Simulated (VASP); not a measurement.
# Si2W3 (P4/mbm) in VASP: single point with PBE

Aim: the single point of Si2W3 with PBE.

Everything below comes from runs of VASP 6.6.1. Logs are shortened: lines on timing, memory, paths and dates and some standing lists are left out, and cuts for length are marked.

## 1. The cell of the first run

The structure is tetragonal, space group P4/mbm (No. 127). The conventional cell has a = 6.100 Å, b = 6.100 Å, c = 3.577 Å, α = 90.00°, β = 90.00°, γ = 90.00°. Si (site symmetry m2m) has 1 Si at 2.32 Å and 8 W at 2.38 to 2.54 Å within 3.1 Å. Within 3.1 Å of W (site symmetry 4/m) lie 4 Si at 2.38 Å and 8 W at 2.91 Å. Within 3.3 Å of W (site symmetry m2m) lie 6 Si at 2.52 to 2.54 Å and 9 W at 2.75 to 3.24 Å.

## 2. Single point, PBE (strain -0.080 along x and y, +0.080 along z)

File INCAR:

```
SYSTEM = Si2W3
ALGO     = Fast           ! electronic algorithm
EDIFF    = 1E-6           ! SCF threshold, eV
ENCUT    = 520            ! plane-wave cutoff, eV
GGA      = PE             ! functional
ISIF     = 2              ! what is computed and relaxed
ISMEAR   = 0              ! smearing method
LASPH    = .TRUE.         ! aspherical terms in the spheres
LCHARG   = .TRUE.         ! write CHGCAR
LELF     = .TRUE.         ! ELF
LREAL    = .FALSE.        ! projectors in reciprocal space
LVHAR    = .TRUE.       
LWAVE    = .FALSE.        ! write WAVECAR
NBANDS   = 61             ! bands
NELM     = 60             ! most SCF steps
PREC     = Accurate       ! precision mode
SIGMA    = 0.15           ! smearing width, eV
```

File KPOINTS:

```
k-points
0
G
  6 6 12
  0 0 0
```

File POSCAR:

```
Si2W3
1.0
    6.0996315530      0.0000000000      0.0000000000
    0.0000000000      6.0996315530      0.0000000000
    0.0000000000      0.0000000000      3.5773070932
Si W
4 6
Direct
    0.1342329886      0.6342329886      0.0000000000
    0.8657670114      0.3657670114      0.0000000000
    0.6342329886      0.8657670114      0.0000000000
    0.3657670114      0.1342329886      0.0000000000
    0.5000000000      0.5000000000      0.0000000000
    0.0000000000      0.0000000000      0.0000000000
    0.6595119696      0.1595119696      0.5000000000
    0.3404880304      0.8404880304      0.5000000000
    0.1595119696      0.3404880304      0.5000000000
    0.8404880304      0.6595119696      0.5000000000
```

Potentials or basis: VASP PAW PBE potentials, release 64 (Si, W_sv).

The run is started by

```sh
$ cat potpaw_PBE.64/Si/POTCAR potpaw_PBE.64/W_sv/POTCAR > POTCAR
$ mpirun -np 1 vasp_std > vasp.out
```

OUTCAR:

```text
SYSTEM = Si2W3
   EDIFF = 1E-6
   ENCUT = 520
   GGA = PE
   ISIF = 2
   ISMEAR = 0
   LASPH = .TRUE.
   LREAL = .FALSE.
   NELM = 60
   PREC = Accurate

 ion  position               nearest neighbor table
   1  0.134  0.634  0.000-   2 2.32   5 2.38   6 2.38   8 2.52   8 2.52  10 2.54   9 2.54   9 2.54
                            10 2.54
   2  0.866  0.366  0.000-   1 2.32   5 2.38   6 2.38   7 2.52   7 2.52  10 2.54   9 2.54   9 2.54
                            10 2.54
   3  0.634  0.866  0.000-   4 2.32   5 2.38   6 2.38  10 2.52  10 2.52   7 2.54   7 2.54   8 2.54
                             8 2.54
   4  0.366  0.134  0.000-   3 2.32   5 2.38   6 2.38   9 2.52   9 2.52   7 2.54   7 2.54   8 2.54
                             8 2.54
   5  0.500  0.500  0.000-   1 2.38   2 2.38   3 2.38   4 2.38   7 2.91   8 2.91   9 2.91  10 2.91
                             7 2.91   8 2.91   9 2.91  10 2.91
   6  0.000  0.000  0.000-   1 2.38   2 2.38   3 2.38   4 2.38   7 2.91   8 2.91   9 2.91  10 2.91
                             7 2.91   8 2.91   9 2.91  10 2.91
   7  0.660  0.160  0.500-   2 2.52   2 2.52   4 2.54   3 2.54   3 2.54   4 2.54   8 2.75   5 2.91
                             6 2.91   5 2.91   6 2.91  10 3.24   9 3.24  10 3.24   9 3.24
   8  0.340  0.840  0.500-   1 2.52   1 2.52   4 2.54   3 2.54   3 2.54   4 2.54   7 2.75   5 2.91
                             6 2.91   5 2.91   6 2.91  10 3.24   9 3.24   9 3.24  10 3.24
   9  0.160  0.340  0.500-   4 2.52   4 2.52   1 2.54   1 2.54   2 2.54   2 2.54  10 2.75   5 2.91
                             6 2.91   5 2.91   6 2.91   7 3.24   8 3.24   8 3.24   7 3.24
  10  0.840  0.660  0.500-   3 2.52   3 2.52   1 2.54   1 2.54   2 2.54   2 2.54   9 2.75   5 2.91
                             6 2.91   5 2.91   6 2.91   7 3.24   8 3.24   7 3.24   8 3.24

  LATTYP: Found a simple tetragonal cell.
 ALAT       =     6.0996315530
 C/A-ratio  =     0.5864792098

  Lattice vectors:

 A1 = (   6.0996315530,   0.0000000000,   0.0000000000)
 A2 = (   0.0000000000,   6.0996315530,   0.0000000000)
 A3 = (   0.0000000000,   0.0000000000,   3.5773070932)

Analysis of symmetry for initial positions (statically):
=====================================================================
 Subroutine PRICEL returns:
 Original cell was already a primitive cell.

 Routine SETGRP: Setting up the symmetry group for a
 simple tetragonal supercell.

 Subroutine GETGRP returns: Found 16 space group operations
 (whereof  8 operations were pure point group operations)
 out of a pool of 16 trial point group operations.

The static configuration has the point symmetry C_4h.
 The point group associated with its full space group is D_4h.

Analysis of symmetry for dynamics (positions and initial velocities):
=====================================================================
 Subroutine PRICEL returns:
 Original cell was already a primitive cell.

 Routine SETGRP: Setting up the symmetry group for a
 simple tetragonal supercell.

 Subroutine GETGRP returns: Found 16 space group operations
 (whereof  8 operations were pure point group operations)
 out of a pool of 16 trial point group operations.

The dynamic configuration has the point symmetry C_4h.
 The point group associated with its full space group is D_4h.

 Subroutine INISYM returns: Found 16 space group operations
 (whereof  8 operations are pure point group operations),
 and found     1 'primitive' translations

----------------------------------------------------------------------------------------

                                     Primitive cell

  volume of cell :     133.0955

  direct lattice vectors                    reciprocal lattice vectors
     6.099631553  0.000000000  0.000000000     0.163944329  0.000000000  0.000000000
     0.000000000  6.099631553  0.000000000     0.000000000  0.163944329  0.000000000
     0.000000000  0.000000000  3.577307093     0.000000000  0.000000000  0.279539881

  length of vectors
     6.099631553  6.099631553  3.577307093     0.163944329  0.163944329  0.279539881

  position of ions in fractional coordinates (direct lattice)
     0.134232989  0.634232989  0.000000000
     0.865767011  0.365767011  0.000000000
     0.634232989  0.865767011  0.000000000
     0.365767011  0.134232989  0.000000000
     0.500000000  0.500000000  0.000000000
     0.000000000  0.000000000  0.000000000
     0.659511970  0.159511970  0.500000000
     0.340488030  0.840488030  0.500000000
     0.159511970  0.340488030  0.500000000
     0.840488030  0.659511970  0.500000000

  ion indices of the primitive-cell ions
   primitive index   ion index
                 1           1
                 2           2
                 3           3
                 4           4
                 5           5
                 6           6
                 7           7
                 8           8
                 9           9
                10          10

----------------------------------------------------------------------------------------

 KPOINTS: k-points

Automatic generation of k-mesh.
 Grid dimensions read from file:
 generate k-points for:    6    6   12

 Generating k-lattice:

  Cartesian coordinates                     Fractional coordinates (reciprocal lattice)
     0.027324055  0.000000000  0.000000000     0.166666667  0.000000000  0.000000000
     0.000000000  0.027324055  0.000000000     0.000000000  0.166666667  0.000000000
     0.000000000  0.000000000  0.023294990     0.000000000  0.000000000  0.083333333

  Length of vectors
     0.027324055  0.027324055  0.023294990

  Shift w.r.t. Gamma in fractional coordinates (k-lattice)
     0.000000000  0.000000000  0.000000000

 Subroutine IBZKPT returns following result:
 ===========================================

 Found     70 irreducible k-points:

 Following reciprocal coordinates:
            Coordinates               Weight
  0.000000  0.000000  0.000000      1.000000
  0.166667  0.000000  0.000000      4.000000
  0.333333  0.000000  0.000000      4.000000
  0.500000  0.000000  0.000000      2.000000
  0.166667  0.166667  0.000000      4.000000
  0.333333  0.166667  0.000000      8.000000
[... 16 lines left out ...]
  0.333333  0.000000  0.166667      8.000000
  0.500000  0.000000  0.166667      4.000000
 [... further k-points ...]
   k-points           NKPTS =     70   k-points in BZ     NKDIM =     70   number of bands    NBANDS=     61
   number of dos      NEDOS =    301   number of ions     NIONS =     10
   total plane-waves  NPLWV =  64512
   dimension x,y,z NGX =    48 NGY =   48 NGZ =   28
   dimension x,y,z NGXF=    96 NGYF=   96 NGZF=   56
   ions per type =               4   6
   NGX,Y,Z   is equivalent  to a cutoff of  13.08, 13.08, 13.01 a.u.
   NGXF,Y,Z  is equivalent  to a cutoff of  26.16, 26.16, 26.02 a.u.
 SYSTEM =  Si2W3
   PREC   = accura    normal or accurate (medium, high low for compatibility)
   ISTART =      0    job   : 0-new  1-cont  2-samecut
   ICHARG =      2    charge: 1-file 2-atom 10-const
   ISPIN  =      1    spin polarized calculation?
   LNONCOLLINEAR =      F non collinear calculations
   LSORBIT =      F    spin-orbit coupling
   LASPH  =      T    aspherical Exc in radial PAW
   ENCUT  =  520.0 eV  38.22 Ry    6.18 a.u.  11.34 11.34  6.65*2*pi/ulx,y,z
   NELM   =     60;   NELMIN=  2; NELMDL= -5     # of ELM steps
   EDIFF  = 0.1E-05   stopping-criterion for ELM
   LREAL  =      F    real-space projection
   EDIFFG = 0.1E-04   stopping-criterion for IOM
   NSW    =      0    number of steps for IOM
   IBRION =     -1    ionic relax: 0-MD 1-quasi-New 2-CG
   NFREE  =      0    steps in history (QN), initial steepest desc. (CG)
   ISIF   =      2    stress and relaxation
   ISYM   =      2    0-nonsym 1-usesym 2-fastsym
   POTIM  = 0.5000    time-step for ionic-motion
   TEBEG  =    0.0;   TEEND  =   0.0 temperature during run
   PSTRESS=    0.0 pullay stress
   NELECT =     100.0000    total number of electrons
   NUPDOWN=      -1.0000    fix difference up-down
   EMIN   =  10.00;   EMAX   =-10.00  energy-range for DOS
   EFERMI =   0.00;   METHOD = LEGACY
   ISMEAR =     0;   SIGMA  =   0.15  broadening in eV -4-tet -1-fermi 0-gaus
   EFERMI_NEDOS =   21; number of points for ismear=-14 and -15
   IALGO  =     68    algorithm
   IMIX   =      4    mixing-type and parameters
     AMIX     =   0.40;   BMIX     =  1.00
     AMIX_MAG =   1.60;   BMIX_MAG =  1.00
  volume/ion in A,a.u.               =      13.31        89.82
  Fermi-wavevector in a.u.,A,eV,Ry     =   1.488288  2.812457 30.136926  2.215002
  Thomas-Fermi vector in A             =   2.601342
   LORBIT       =      0    0 simple, 1 ext, 2 COOP (PROOUT), +10 PAW based schemes
   GGA     = PE    functional components
   LHFCALC =     F    Hartree Fock is set to
   AEXX    =    0.0000 exact exchange contribution
   IVDW    =     0    specifies the selected vdW correction
   LEPSILON=     F    determine dielectric tensor
   LRPA    =     F    only Hartree local field effects (RPA)
 non-spin polarized calculation
 RMM-DIIS sequential band-by-band and
 Gauss-broadening in eV      SIGMA  =   0.15
  energy-cutoff  :      520.00
  volume of cell :      133.10
 maximum number of plane-waves:      3617
 NGX is ok and might be reduce to    48
   NGX = 23   NGY = 23   NGZ = 13

 number of electron     100.0000003 magnetization

 Free energy of the ion-electron system (eV)
  ---------------------------------------------------
  ext. energy  EPLUGINS =         0.00000000
  ---------------------------------------------------
  free energy    TOTEN  =       -97.37420210 eV

  energy without entropy =      -97.30295669  energy(sigma->0) =      -97.33857940

 E-fermi :  12.8953     XC(G=0): -13.4079

 val. band max:       12.8941756142   @ k =   0.3333   0.0000   0.0833
 cond. band min:      12.8963633768   @ k =   0.5000   0.0000   0.4167
 fundamental gap:      0.0021877626
 Fermi energy:        12.8952510125

 k-point     1 :       0.0000    0.0000    0.0000
  band No.  band energies     occupation
      1     -61.3058      2.00000
      2     -61.2898      2.00000
      3     -61.2670      2.00000
      4     -61.2670      2.00000
      5     -60.7785      2.00000
      6     -60.7755      2.00000
[... 53 lines left out ...]
     60      15.7694      0.00000
     61      15.8672      0.00000

 k-point     2 :       0.1667    0.0000    0.0000
  band No.  band energies     occupation
      1     -61.3047      2.00000
      2     -61.2908      2.00000
      3     -61.2671      2.00000
      4     -61.2671      2.00000
      5     -60.7783      2.00000
      6     -60.7757      2.00000
[... 53 lines left out ...]
     60      16.0341      0.00000
     61      16.1101      0.00000

 k-point     3 :       0.3333    0.0000    0.0000
  band No.  band energies     occupation
      1     -61.3016      2.00000
      2     -61.2936      2.00000
      3     -61.2673      2.00000
      4     -61.2672      2.00000
      5     -60.7777      2.00000
      6     -60.7762      2.00000
[... 1333 lines left out ...]
     60      15.7306      0.00000
     61      16.0545      0.00000

 k-point    24 :       0.5000    0.0000    0.1667
  band No.  band energies     occupation
      1     -61.2969      2.00000
      2     -61.2969      2.00000
      3     -61.2668      2.00000
      4     -61.2668      2.00000
      5     -60.7770      2.00000
      6     -60.7770      2.00000
[... 53 lines left out ...]
     60      15.4630      0.00000
     61      15.9945      0.00000

 [... further k-points ...]

------------------------ aborting loop because EDIFF is reached ----------------------------------------

  FORCE on cell =-STRESS in cart. coord.  units (eV):
  Direction    XX          YY          ZZ          XY          YZ          ZX
  --------------------------------------------------------------------------------------
  -------------------------------------------------------------------------------------
  Total       30.9549641     30.9549641     21.1325730      0.0000000      0.0000000      0.0000000
  in kB      372.6296933    372.6296933    254.3897055      0.0000000      0.0000000      0.0000000
  external PRESSURE =     333.2163640 kB  Pullay stress =       0.0000000 kB

 VOLUME and BASIS-vectors are now :
 -----------------------------------------------------------------------------
  energy-cutoff  :      520.00
  volume of cell :      133.10
      direct lattice vectors                 reciprocal lattice vectors
     6.099631553  0.000000000  0.000000000     0.163944329  0.000000000  0.000000000
     0.000000000  6.099631553  0.000000000     0.000000000  0.163944329  0.000000000
     0.000000000  0.000000000  3.577307093     0.000000000  0.000000000  0.279539881

 POSITION                                       TOTAL-FORCE (eV/Angst)
 -----------------------------------------------------------------------------------
      0.81877      3.86859      0.00000         0.010701      0.010701      0.000000
      5.28086      2.23104      0.00000        -0.010701     -0.010701      0.000000
      3.86859      5.28086      0.00000         0.010701     -0.010701      0.000000
      2.23104      0.81877      0.00000        -0.010701      0.010701     -0.000000
      3.04982      3.04982      0.00000        -0.000000     -0.000000      0.000000
      0.00000      0.00000      0.00000        -0.000000     -0.000000      0.000000
      4.02278      0.97296      1.78865         0.666643      0.666643     -0.000000
      2.07685      5.12667      1.78865        -0.666643     -0.666643      0.000000
      0.97296      2.07685      1.78865         0.666643     -0.666643      0.000000
      5.12667      4.02278      1.78865        -0.666643      0.666643     -0.000000
 -----------------------------------------------------------------------------------
    total drift:                               -0.000000     -0.000000      0.000000

  FREE ENERGIE OF THE ION-ELECTRON SYSTEM (eV)
  ---------------------------------------------------
  free  energy   TOTEN  =       -97.3742021034 eV

  energy  without entropy=      -97.3029566919  energy(sigma->0) =      -97.33857940
```

Run time: 15 min. Hardware: 1 thread of Oxide Virtual Turin-like, shared host; peak memory 0.47 GiB.

What came out:

- Free energy: -97.3742 eV
- Pressure: 33.3 GPa
- Largest force: 0.943 eV/Å
- Band gap on the k mesh: zero (bands 50 and 51 overlap by 0.79 eV)

Forces on the atoms (eV/Å):
```
Si   0.011  0.011  0.000
Si  -0.011 -0.011  0.000
Si   0.011 -0.011  0.000
Si  -0.011  0.011  0.000
W    0.000  0.000  0.000
W    0.000  0.000  0.000
W    0.667  0.667  0.000
W   -0.667 -0.667  0.000
W    0.667 -0.667  0.000
W   -0.667  0.667  0.000
```

Caveat: the cell differs from its parent crystal (strain -0.080 along x and y, +0.080 along z); the stress differs along the axes, from 25 to 37 GPa; spin-orbit coupling is left out, which moves the levels of the heavy elements.
